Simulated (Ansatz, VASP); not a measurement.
# One calculation of Si, two programs

The input INCAR:

```
PREC = Accurate ; ENCUT = 520
EDIFF = 1E-6 ; ISMEAR = -1
SIGMA = 0.08 ; LREAL = F
LASPH = T ; NELM = 100
ALGO = Normal ; ISIF = 2
LWAVE = F ; LCHARG = F
GGA = PE ; NBANDS = 8
```

File KPOINTS:

```
Automatic mesh
0
Gamma
  16 16 15
```

The input POSCAR:

```
Si
1.0
    2.2130112098      0.0000000000      0.0000000000
   -1.1065056049      1.9165239266      0.0000000000
    0.0000000000      0.0000000000      2.1317520451
Si
1
Direct
    0.0000000000      0.0000000000      0.0000000000
```

Input for Ansatz:

```yaml
crystal:
  lattice:
    - [2.2130112098, 0.0, 0.0]
    - [-1.1065056049, 1.9165239266, 0.0]
    - [0.0, 0.0, 2.1317520451]
  atoms:
    - { symbol: Si, position: [0.0, 0.0, 0.0] }
kpoints:
  mp_grid: { grid: [16, 16, 15] }
scf:
  occupations: { method: fermi_dirac, width: 0.08 }
hamiltonian:
  xc: pbe
  pseudopotentials: { kind: all_electron, lapw: { basis_error: 0.001 } }
output:
  forces: true
  stress: true
  eigenvalues: true
  populations: true
```

Change from the starting cell: volume scaled by 0.6, LAPW.

Alike in both runs: task single point; functional PBE; k mesh 16 × 16 × 15; occupations fermi-dirac, width 0.08 eV; no spin polarisation.

```csv
,VASP,Ansatz
version,VASP 6.6.1,Ansatz 0.2.0
potentials or method,"VASP PAW PBE potentials, release 64 (Si), cutoff 520 eV","all-electron LAPW, scalar-relativistic"
```

Ansatz gave:

```
pressure (GPa)                                                : 162.9
traceless stress, the component that is largest in VASP (GPa) : -0.20
```

Task: What did VASP give for the same quantities?

Result: Pressure (GPa): 162.9; traceless stress, the component that is largest in VASP (GPa): 0.31.

Both programs put the cell under a high pressure, so it lies far from rest at this level. Ansatz ran all-electron here, and VASP with PAW potentials.

Noted on VASP's run: the cell as given lies far from equilibrium.
